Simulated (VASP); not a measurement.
Cr3Ni:

```
Cr Ni
1.0
     0.00000    2.87993    2.87993
     2.87993    0.00000    2.87993
     2.87993    2.87993    0.00000
Cr Ni
3 1
Direct
  0.75000 0.75000 0.75000
  0.25000 0.25000 0.25000
  0.50000 0.50000 0.50000
  0.00000 0.00000 0.00000
```

Base run:

| Property | Result |
| --- | --- |
| Program | VASP 6.6.1 |
| Functional | r2SCAN |
| Potentials or basis | VASP PAW PBE potentials, release 64 (Cr_pv, Ni) |
| Cutoff | 520 eV |
| k mesh | 7 × 7 × 7 |
| Occupations | fermi-dirac, width 0.05 eV |
| Spin | collinear spin, ferrimagnetic start |
| Starting moments | [2.4, 2.4, 2.4, -1.2] μB |

Its results: pressure 9.1 GPa; net moment 4.07 μB per cell; site moments Cr +2.77, -2.32 (each value once); Ni +0.82 μB.

Q: The run is repeated on the same cell with these changes: further incar settings from ALGO = Normal; EDIFF = 1e-06; NBANDS = 35 to ALGO = Normal; EDIFF = 1e-07; NBANDS = 35; moments at the start from [2.4, 2.4, 2.4, -1.2] to [2.4, -2.4, 2.4, -1.2]. What comes out?

A: Pressure -0.8 GPa; net moment 0.00 μB per cell; site moments Cr +2.56, -2.56, +0.00; Ni -0.00 μB.

Caveats: the PAW data sets were made with another functional, which shifts forces and pressure a little; the cell stands under pressure (at least some runs).
